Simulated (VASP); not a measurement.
# YTe (Fm-3m) in VASP: vibrations by perturbation theory with LDA

Aim: the vibrations by perturbation theory of YTe with LDA.

Program: VASP 6.6.1. These are calculated values, not measurements. Logs are shortened: lines on timing, memory, paths and dates and some standing lists are left out, and cuts for length are marked.

**1. The cell of the first run**

The structure is cubic, space group Fm-3m (No. 225). Conventional cell: a = 6.032 Å, b = 6.032 Å, c = 6.032 Å, α = 90.00°, β = 90.00°, γ = 90.00°. Within 4.0 Å of Y (site symmetry m-3m) lie 6 Te at 3.02 Å. Within 4.0 Å of Te (site symmetry m-3m) lie 6 Y at 3.02 Å.

**2. Vibrations by perturbation theory, LDA**

File INCAR:

```
SYSTEM = YTe
ALGO     = Normal         ! electronic algorithm
EDIFF    = 1E-8           ! SCF threshold, eV
ENCUT    = 520            ! plane-wave cutoff, eV
GGA      = CA             ! functional
IBRION   = 8              ! ionic algorithm
ISIF     = 2              ! what is computed and relaxed
ISMEAR   = -1             ! smearing method
LASPH    = .True.         ! aspherical terms in the spheres
LCHARG   = .False.        ! write CHGCAR
LREAL    = .False.        ! projectors in reciprocal space
LWAVE    = .False.        ! write WAVECAR
NBANDS   = 16             ! bands
NELM     = 100            ! most SCF steps
NSW      = 1              ! ionic steps
PREC     = Accurate       ! precision mode
SIGMA    = 0.15           ! smearing width, eV
```

File KPOINTS:

```
k-points
0
Gamma
  12 12 12
  0 0 0
```

File POSCAR:

```
YTe
1.0
    0.0000000000      3.0160063239      3.0160063239
    3.0160063239      0.0000000000      3.0160063239
    3.0160063239      3.0160063239      0.0000000000
Y Te
1 1
Direct
    0.0000000000      0.0000000000      0.0000000000
    0.5000000000      0.5000000000      0.5000000000
```

Potentials or basis: VASP PAW LDA potentials, release 64 (Y_sv, Te).

Command:

```console
cat potpaw_LDA.64/Y_sv/POTCAR potpaw_LDA.64/Te/POTCAR > POTCAR
mpirun -np 1 vasp_std > vasp.out
```

OUTCAR:

```text
SYSTEM = YTe
   EDIFF = 1E-8
   ENCUT = 520
   GGA = CA
   IBRION = 8
   ISIF = 2
   ISMEAR = -1
   LASPH = .True.
   LREAL = .False.
   NELM = 100
   NSW = 1
   PREC = Accurate

 ion  position               nearest neighbor table
   1  0.000  0.000  0.000-   2 3.02   2 3.02   2 3.02   2 3.02   2 3.02   2 3.02
   2  0.500  0.500  0.500-   1 3.02   1 3.02   1 3.02   1 3.02   1 3.02   1 3.02

  LATTYP: Found a face centered cubic cell.
 ALAT       =     6.0320126478

  Lattice vectors:

 A1 = (   0.0000000000,   3.0160063239,   3.0160063239)
 A2 = (   3.0160063239,   0.0000000000,   3.0160063239)
 A3 = (   3.0160063239,   3.0160063239,   0.0000000000)

Analysis of symmetry for initial positions (statically):
=====================================================================
 Subroutine PRICEL returns:
 Original cell was already a primitive cell.

 Routine SETGRP: Setting up the symmetry group for a
 face centered cubic supercell.

 Subroutine GETGRP returns: Found 48 space group operations
 (whereof 48 operations were pure point group operations)
 out of a pool of 48 trial point group operations.

The static configuration has the point symmetry O_h .

Analysis of symmetry for dynamics (positions and initial velocities):
=====================================================================
 Subroutine PRICEL returns:
 Original cell was already a primitive cell.

 Routine SETGRP: Setting up the symmetry group for a
 face centered cubic supercell.

 Subroutine GETGRP returns: Found 48 space group operations
 (whereof 48 operations were pure point group operations)
 out of a pool of 48 trial point group operations.

The dynamic configuration has the point symmetry O_h .

 Subroutine INISYM returns: Found 48 space group operations
 (whereof 48 operations are pure point group operations),
 and found     1 'primitive' translations
[... 616 lines left out ...]
  in kB        1.2632586      1.2632586      1.2632586      0.0000000      0.0000000      0.0000000
  external PRESSURE =       1.2632586 kB  Pullay stress =       0.0000000 kB

 VOLUME and BASIS-vectors are now :
 -----------------------------------------------------------------------------
  energy-cutoff  :      520.00
  volume of cell :       54.87
      direct lattice vectors                 reciprocal lattice vectors
     0.000000000  3.016006324  3.016006324    -0.165782146  0.165782146  0.165782146
     3.016006324  0.000000000  3.016006324     0.165782146 -0.165782146  0.165782146
     3.016006324  3.016006324  0.000000000     0.165782146  0.165782146 -0.165782146

 POSITION                                       TOTAL-FORCE (eV/Angst)
 -----------------------------------------------------------------------------------
      0.00000      0.00000      0.00000         0.000000     -0.000000      0.000000
      3.01601      3.01601      3.01601         0.000000      0.000000     -0.000000
 -----------------------------------------------------------------------------------
    total drift:                                0.000000     -0.000000     -0.000000

  FREE ENERGIE OF THE ION-ELECTRON SYSTEM (eV)
  ---------------------------------------------------
  free  energy   TOTEN  =       -13.6272868394 eV

  energy  without entropy=      -13.5466266528  energy(sigma->0) =      -13.58695675

[... ionic steps 2 to 3 ...]

--------------------------------------- Ionic step        4  -------------------------------------------

------------------------ aborting loop because EDIFF is reached ----------------------------------------

[... ionic steps 5 to 6 ...]

--------------------------------------- Ionic step        7  -------------------------------------------

 Free energy of the ion-electron system (eV)
  ---------------------------------------------------
  ---------------------------------------------------
  free energy    TOTEN  =        -0.04915920 eV

  energy without entropy =       -0.04915921

------------------------ aborting loop because EDIFF is reached ----------------------------------------

 INTERNAL STRAIN TENSOR  FOR ION    2  DIRECTION 1   (eV/Angst):
 -----------------------------------------------------------------------------
     0.00381  0.00000 -0.00000
     0.00000  0.00204 -0.00000
    -0.00000 -0.00000  0.00204

 INTERNAL STRAIN TENSOR FOR ION    2 for displacements in x,y,z  (eV/Angst):
          X           Y           Z          XY          YZ          ZX
  --------------------------------------------------------------------------------
  x     0.00000     0.00000     0.00000     0.00000     0.00000     0.00000
  y     0.00000     0.00000     0.00000     0.00000     0.00000     0.00000
  z     0.00000     0.00000     0.00000     0.00000     0.00000     0.00000

 SECOND DERIVATIVES (NOT SYMMETRIZED)
 ------------------------------------
               1X          1Y          1Z          2X          2Y          2Z
  1X    -6.345246    0.000000    0.000000    6.345246    0.000000    0.000000
  1Y     0.000000   -6.345246    0.000000    0.000000    6.345246    0.000000
  1Z     0.000000    0.000000   -6.345246    0.000000    0.000000    6.345246
  2X     6.344543    0.000000    0.000000   -6.344543    0.000000    0.000000
  2Y     0.000000    6.344543    0.000000    0.000000   -6.344543    0.000000
  2Z     0.000000    0.000000    6.344543    0.000000    0.000000   -6.344543

 Eigenvectors and eigenvalues of the dynamical matrix
 ----------------------------------------------------

   1 f  =    5.440129 THz    34.181337 2PiTHz  181.463161 cm-1    22.498554 meV
             X         Y         Z           dx          dy          dz
      0.000000  0.000000  0.000000     0.369611    0.672885   -0.000000
      3.016006  3.016006  3.016006    -0.308504   -0.561639   -0.000000
[... 21 lines left out ...]
   6 f/i=    0.000148 THz     0.000931 2PiTHz    0.004944 cm-1     0.000613 meV
             X         Y         Z           dx          dy          dz
      0.000000  0.000000  0.000000     0.638253    0.055839    0.011298
      3.016006  3.016006  3.016006     0.764675    0.066899    0.013535

--------------------------------------------------------------------------------------------------------

 ELASTIC MODULI CONTR FROM IONIC RELAXATION (kBar)
 Direction    XX          YY          ZZ          XY          YZ          ZX
 --------------------------------------------------------------------------------
 XX           0.0000      0.0000      0.0000      0.0000      0.0000      0.0000
 YY           0.0000      0.0000      0.0000      0.0000      0.0000      0.0000
 ZZ           0.0000      0.0000      0.0000      0.0000      0.0000      0.0000
 XY           0.0000      0.0000      0.0000      0.0000      0.0000      0.0000
 YZ           0.0000      0.0000      0.0000      0.0000      0.0000      0.0000
 ZX           0.0000      0.0000      0.0000      0.0000      0.0000      0.0000
 --------------------------------------------------------------------------------
```

OSZICAR:

```text
N       E                     dE             d eps       ncg     rms          rms(c)
DAV:   1     0.550777333589E+02    0.55078E+02   -0.75518E+03  2304   0.938E+02
DAV:   2    -0.110788742423E+02   -0.66157E+02   -0.63051E+02  3040   0.193E+02
DAV:   3    -0.140258632259E+02   -0.29470E+01   -0.29262E+01  3312   0.311E+01
DAV:   4    -0.141181796146E+02   -0.92316E-01   -0.92294E-01  3040   0.549E+00
[... 49 lines left out ...]
RMM:   9    -0.491592580744E-01   -0.16884E-06    0.27440E-07 11585   0.256E-04    0.497E-05
RMM:  10    -0.491592537892E-01    0.42852E-08    0.11323E-06 12148   0.112E-04    0.260E-05
RMM:  11    -0.491591673883E-01    0.86401E-07    0.69931E-08 11522   0.499E-05    0.149E-05
RMM:  12    -0.491592114496E-01   -0.44061E-07    0.80251E-08 11589   0.239E-05    0.708E-06
RMM:  13    -0.491592041352E-01    0.73144E-08    0.61912E-08 11112   0.117E-05    0.496E-06
 Linear response finished
```

It took 11 min on 1 thread of Intel Xeon 8259CL, shared host; peak memory 0.45 GiB.

Results:

```
Highest phonon frequency at Γ, LO-TO splitting left out : 181 cm⁻¹
```

Phonon frequencies in cm⁻¹ (negative: imaginary):
```csv
q point,frequencies
"(0.000, 0.000, 0.000)",0 0 0 181 181 181
```

Caveat: spin-orbit coupling is left out, which moves the levels of the heavy elements.
